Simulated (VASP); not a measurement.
# GaP (I-4m2) in VASP: single point with r2SCAN

Aim: the single point of GaP with r2SCAN.

All numbers are computed with VASP 6.6.1; they aren't measurements. Logs are shortened: lines on timing, memory, paths and dates and some standing lists are left out, and cuts for length are marked.

## Step 1: The cell of the first run

Symmetry: I-4m2, No. 119, tetragonal system. The conventional cell has a = 3.744 Å, b = 3.744 Å, c = 5.451 Å, α = 90.00°, β = 90.00°, γ = 90.00°. Within 3.1 Å of Ga (site symmetry -4m2) lie 4 P at 2.32 Å. P (site symmetry -4m2) has 4 Ga at 2.32 Å within 3.1 Å.

## Step 2: Single point, r2SCAN (biaxial xy strain -2.9%)

The input, POSCAR:

```
GaP
1.0
    0.0000000000      2.6471803359      2.7253992957
    2.6471803359      0.0000000000      2.7253992957
    2.6471803359      2.6471803359      0.0000000000
Ga P
1 1
Direct
    0.0000000000      0.0000000000      0.0000000000
    0.2500000000      0.2500000000      0.2500000000
```

The input, INCAR.step1:

```
SYSTEM = GaP
PREC = Accurate
ENCUT = 520
ISMEAR = 0
SIGMA = 0.01
LREAL = .False.
LASPH = .True.
NELM = 60
NBANDS = 16
GGA = PE
ALGO = Normal
EDIFF = 1E-4
LWAVE = .True.
LCHARG = .False.
```

The input, INCAR.step2:

```
SYSTEM = GaP
PREC = Accurate
ENCUT = 520
EDIFF = 1E-6
ISMEAR = 0
SIGMA = 0.01
LREAL = .False.
LASPH = .True.
NELM = 60
ALGO = Normal
ISIF = 2
LWAVE = .False.
LCHARG = .False.
METAGGA = R2SCAN
LMIXTAU = .True.
NBANDS = 16
ISTART = 1
```

The input, KPOINTS:

```
Automatic mesh
0
Gamma
  8 8 8
  0 0 0
```

Potentials or basis: VASP PAW PBE potentials, release 64 (Ga_d, P).

The run is started by

```
$ cat potpaw_PBE.64/Ga_d/POTCAR potpaw_PBE.64/P/POTCAR > POTCAR
$ cp INCAR.step1 INCAR
$ mpirun -np 1 vasp_std > vasp.out
$ cp INCAR.step2 INCAR
$ mpirun -np 1 vasp_std > vasp.out
```

OUTCAR:

```text
SYSTEM = GaP
   PREC = Accurate
   ENCUT = 520
   EDIFF = 1E-6
   ISMEAR = 0
   LREAL = .False.
   LASPH = .True.
   NELM = 60
   ISIF = 2
   METAGGA = R2SCAN
   ISTART = 1

 ion  position               nearest neighbor table
   1  0.000  0.000  0.000-   2 2.32   2 2.32   2 2.32   2 2.32
   2  0.250  0.250  0.250-   1 2.32   1 2.32   1 2.32   1 2.32

  LATTYP: Found a body centered tetragonal cell.
 ALAT       =     3.7436783331
 C/A-ratio  =     1.4560007849

  Lattice vectors:

 A1 = (  -2.6471803359,   0.0000000000,   2.7253992957)
 A2 = (   2.6471803359,   0.0000000000,   2.7253992957)
 A3 = (   0.0000000000,   2.6471803359,  -2.7253992957)

Analysis of symmetry for initial positions (statically):
=====================================================================
 Subroutine PRICEL returns:
 Original cell was already a primitive cell.

 Routine SETGRP: Setting up the symmetry group for a
 body centered tetragonal supercell.

 Subroutine GETGRP returns: Found  8 space group operations
 (whereof  8 operations were pure point group operations)
 out of a pool of 16 trial point group operations.

The static configuration has the point symmetry D_2d.

Analysis of symmetry for dynamics (positions and initial velocities):
=====================================================================
 Subroutine PRICEL returns:
 Original cell was already a primitive cell.

 Routine SETGRP: Setting up the symmetry group for a
 body centered tetragonal supercell.

 Subroutine GETGRP returns: Found  8 space group operations
 (whereof  8 operations were pure point group operations)
 out of a pool of 16 trial point group operations.

The dynamic configuration has the point symmetry D_2d.

 Subroutine INISYM returns: Found  8 space group operations
 (whereof  8 operations are pure point group operations),
 and found     1 'primitive' translations

----------------------------------------------------------------------------------------

                                     Primitive cell

  volume of cell :      38.1968

  direct lattice vectors                    reciprocal lattice vectors
     0.000000000  2.647180336  2.725399296    -0.188880218  0.188880218  0.183459356
     2.647180336  0.000000000  2.725399296     0.188880218 -0.188880218  0.183459356
     2.647180336  2.647180336  0.000000000     0.188880218  0.188880218 -0.183459356

  length of vectors
     3.799390089  3.799390089  3.743678333     0.324050627  0.324050627  0.324050627

  position of ions in fractional coordinates (direct lattice)
     0.000000000  0.000000000  0.000000000
     0.250000000  0.250000000  0.250000000

  ion indices of the primitive-cell ions
   primitive index   ion index
                 1           1
                 2           2

----------------------------------------------------------------------------------------

 KPOINTS: Automatic mesh

Automatic generation of k-mesh.
 Grid dimensions read from file:
 generate k-points for:    8    8    8

 Generating k-lattice:

  Cartesian coordinates                     Fractional coordinates (reciprocal lattice)
    -0.023610027  0.023610027  0.022932420     0.125000000  0.000000000  0.000000000
     0.023610027 -0.023610027  0.022932420     0.000000000  0.125000000  0.000000000
     0.023610027  0.023610027 -0.022932420    -0.000000000 -0.000000000  0.125000000

  Length of vectors
     0.040506328  0.040506328  0.040506328

  Shift w.r.t. Gamma in fractional coordinates (k-lattice)
     0.000000000  0.000000000  0.000000000

 Subroutine IBZKPT returns following result:
 ===========================================

 Found     59 irreducible k-points:

 Following reciprocal coordinates:
            Coordinates               Weight
  0.000000  0.000000  0.000000      1.000000
  0.125000  0.000000  0.000000      8.000000
  0.250000  0.000000  0.000000      8.000000
  0.375000  0.000000  0.000000      8.000000
  0.500000  0.000000  0.000000      4.000000
  0.125000  0.125000  0.000000      2.000000
[... 16 lines left out ...]
  0.250000  0.000000  0.125000     16.000000
  0.375000  0.000000  0.125000     16.000000
 [... further k-points ...]
   k-points           NKPTS =     59   k-points in BZ     NKDIM =     59   number of bands    NBANDS=     16
   number of dos      NEDOS =    301   number of ions     NIONS =      2
   total plane-waves  NPLWV =  21952
   dimension x,y,z NGX =    28 NGY =   28 NGZ =   28
   dimension x,y,z NGXF=    56 NGYF=   56 NGZF=   56
   ions per type =               1   1
   NGX,Y,Z   is equivalent  to a cutoff of  12.25, 12.25, 12.43 a.u.
   NGXF,Y,Z  is equivalent  to a cutoff of  24.50, 24.50, 24.87 a.u.
 SYSTEM =  GaP
   PREC   = accura    normal or accurate (medium, high low for compatibility)
   ISTART =      1    job   : 0-new  1-cont  2-samecut
   ICHARG =      0    charge: 1-file 2-atom 10-const
   ISPIN  =      1    spin polarized calculation?
   LNONCOLLINEAR =      F non collinear calculations
   LSORBIT =      F    spin-orbit coupling
   LASPH  =      T    aspherical Exc in radial PAW
   ENCUT  =  520.0 eV  38.22 Ry    6.18 a.u.   7.06  7.06  6.96*2*pi/ulx,y,z
   NELM   =     60;   NELMIN=  2; NELMDL=  0     # of ELM steps
   EDIFF  = 0.1E-05   stopping-criterion for ELM
   LREAL  =      F    real-space projection
   EDIFFG = 0.1E-04   stopping-criterion for IOM
   NSW    =      0    number of steps for IOM
   IBRION =     -1    ionic relax: 0-MD 1-quasi-New 2-CG
   NFREE  =      0    steps in history (QN), initial steepest desc. (CG)
   ISIF   =      2    stress and relaxation
   ISYM   =      2    0-nonsym 1-usesym 2-fastsym
   POTIM  = 0.5000    time-step for ionic-motion
   TEBEG  =    0.0;   TEEND  =   0.0 temperature during run
   PSTRESS=    0.0 pullay stress
   NELECT =      18.0000    total number of electrons
   NUPDOWN=      -1.0000    fix difference up-down
   EMIN   =  10.00;   EMAX   =-10.00  energy-range for DOS
   EFERMI =   0.00;   METHOD = LEGACY
   ISMEAR =     0;   SIGMA  =   0.01  broadening in eV -4-tet -1-fermi 0-gaus
   EFERMI_NEDOS =   21; number of points for ismear=-14 and -15
   IALGO  =     38    algorithm
   IMIX   =      4    mixing-type and parameters
     AMIX     =   0.40;   BMIX     =  1.00
     AMIX_MAG =   1.60;   BMIX_MAG =  1.00
  volume/ion in A,a.u.               =      19.10       128.88
  Fermi-wavevector in a.u.,A,eV,Ry     =   1.273962  2.407440 22.081985  1.622980
  Thomas-Fermi vector in A             =   2.406757
   LORBIT       =      0    0 simple, 1 ext, 2 COOP (PROOUT), +10 PAW based schemes
   METAGGA = R2SCAN    functional components
   LHFCALC =     F    Hartree Fock is set to
   AEXX    =    0.0000 exact exchange contribution
   IVDW    =     0    specifies the selected vdW correction
   LEPSILON=     F    determine dielectric tensor
   LRPA    =     F    only Hartree local field effects (RPA)
 non-spin polarized calculation
 Gauss-broadening in eV      SIGMA  =   0.01
  energy-cutoff  :      520.00
  volume of cell :       38.20
 maximum number of plane-waves:      1041
   NGX = 15   NGY = 15   NGZ = 13

 number of electron      17.9999988 magnetization

 Free energy of the ion-electron system (eV)
  ---------------------------------------------------
  ext. energy  EPLUGINS =         0.00000000
  ---------------------------------------------------
  free energy    TOTEN  =       -21.41795231 eV

  energy without entropy =      -21.41795231  energy(sigma->0) =      -21.41795231

 E-fermi :   5.2641     XC(G=0): -10.8365

 val. band max:        5.1427328975   @ k =   0.0000   0.0000   0.0000
 cond. band min:       6.7928786899   @ k =   0.3750   0.0000   0.3750
 fundamental gap:      1.6501457925
 Fermi energy:         5.2640627348

 k-point     1 :       0.0000    0.0000    0.0000
  band No.  band energies     occupation
      1     -10.0272      2.00000
      2     -10.0181      2.00000
      3     -10.0181      2.00000
      4      -9.8890      2.00000
      5      -9.8863      2.00000
      6      -8.4084      2.00000
[... 8 lines left out ...]
     15      15.1521      0.00000
     16      15.7132      0.00000

 k-point     2 :       0.1250    0.0000    0.0000
  band No.  band energies     occupation
      1     -10.0438      2.00000
      2     -10.0175      2.00000
      3     -10.0121      2.00000
      4      -9.8895      2.00000
      5      -9.8858      2.00000
      6      -8.1764      2.00000
[... 8 lines left out ...]
     15      14.9877      0.00000
     16      15.7837      0.00000

 k-point     3 :       0.2500    0.0000    0.0000
  band No.  band energies     occupation
      1     -10.0880      2.00000
      2     -10.0048      2.00000
      3      -9.9991      2.00000
      4      -9.8889      2.00000
      5      -9.8830      2.00000
      6      -7.5248      2.00000
[... 8 lines left out ...]
     15      14.6759      0.00000
     16      15.8706      0.00000

 k-point     4 :       0.3750    0.0000    0.0000
  band No.  band energies     occupation
      1     -10.1248      2.00000
      2      -9.9947      2.00000
      3      -9.9889      2.00000
      4      -9.8855      2.00000
      5      -9.8771      2.00000
      6      -6.6122      2.00000
[... 8 lines left out ...]
     15      15.8903      0.00000
     16      16.1948      0.00000
[... 324 lines left out ...]
 k-point    22 :       0.1250    0.0000    0.1250
  band No.  band energies     occupation
      1     -10.0529      2.00000
      2     -10.0146      2.00000
      3     -10.0069      2.00000
      4      -9.8945      2.00000
      5      -9.8823      2.00000
      6      -8.0947      2.00000
[... 8 lines left out ...]
     15      15.5095      0.00000
     16      16.2396      0.00000

 k-point    23 :       0.2500    0.0000    0.1250
  band No.  band energies     occupation
      1     -10.0886      2.00000
      2     -10.0010      2.00000
      3      -9.9948      2.00000
      4      -9.8991      2.00000
      5      -9.8780      2.00000
      6      -7.5790      2.00000
[... 8 lines left out ...]
     15      15.6033      0.00000
     16      17.2284      0.00000

 k-point    24 :       0.3750    0.0000    0.1250
  band No.  band energies     occupation
      1     -10.1222      2.00000
      2      -9.9900      2.00000
      3      -9.9842      2.00000
      4      -9.8976      2.00000
      5      -9.8736      2.00000
      6      -6.7335      2.00000
[... 8 lines left out ...]
     15      16.6137      0.00000
     16      17.0187      0.00000

 [... further k-points ...]
[... 5 lines left out ...]
  --------------------------------------------------------------------------------------
  -------------------------------------------------------------------------------------
  Total        1.5759117      1.5759117      0.9754320      0.0000000      0.0000000      0.0000000
  in kB       66.1021035     66.1021035     40.9147966      0.0000000      0.0000000      0.0000000
  external PRESSURE =      57.7063345 kB  Pullay stress =       0.0000000 kB

 VOLUME and BASIS-vectors are now :
 -----------------------------------------------------------------------------
  energy-cutoff  :      520.00
  volume of cell :       38.20
      direct lattice vectors                 reciprocal lattice vectors
     0.000000000  2.647180336  2.725399296    -0.188880218  0.188880218  0.183459356
     2.647180336  0.000000000  2.725399296     0.188880218 -0.188880218  0.183459356
     2.647180336  2.647180336  0.000000000     0.188880218  0.188880218 -0.183459356

 POSITION                                       TOTAL-FORCE (eV/Angst)
 -----------------------------------------------------------------------------------
      0.00000      0.00000      0.00000        -0.000000     -0.000000      0.000000
      1.32359      1.32359      1.36270         0.000000      0.000000      0.000000
 -----------------------------------------------------------------------------------
    total drift:                                0.000011      0.000011     -0.000004

  FREE ENERGIE OF THE ION-ELECTRON SYSTEM (eV)
  ---------------------------------------------------
  free  energy   TOTEN  =       -21.4179523085 eV

  energy  without entropy=      -21.4179523085  energy(sigma->0) =      -21.41795231
```

Wall time 73 s (1 thread of AMD EPYC 9R45 (Zen 5), shared host); peak memory 0.15 GiB.

Results:

```yaml
Free_energy: -21.4180 eV
Pressure: 5.8 GPa
Band_gap_on_the_k_mesh: 1.65 eV, indirect (least direct gap 2.79 eV)
```

Stress tensor (GPa, compression positive):
```
6.61 0.00 0.00
0.00 6.61 0.00
0.00 0.00 4.09
```

Levels at points of the mesh, in eV from the valence-band top:
```tsv
k point	band 7	band 8	band 9	band 10	band 11	band 12
(0.00, 0.00, 0.00)	-0.19	0.00	0.00	2.79	4.09	4.09
(0.50, 0.00, 0.00)	-7.27	-1.46	-1.19	2.14	4.88	5.09
(0.50, 0.50, 0.00)	-7.46	-2.93	-2.93	1.88	2.18	11.76
(0.50, 0.00, 0.50)	-7.24	-3.16	-3.14	1.65	1.88	11.60
```

Caveat: the cell differs from its parent crystal (biaxial xy strain -2.9%); the PAW data sets were made with another functional, which shifts forces and pressure a little. A k mesh can miss the band edges.
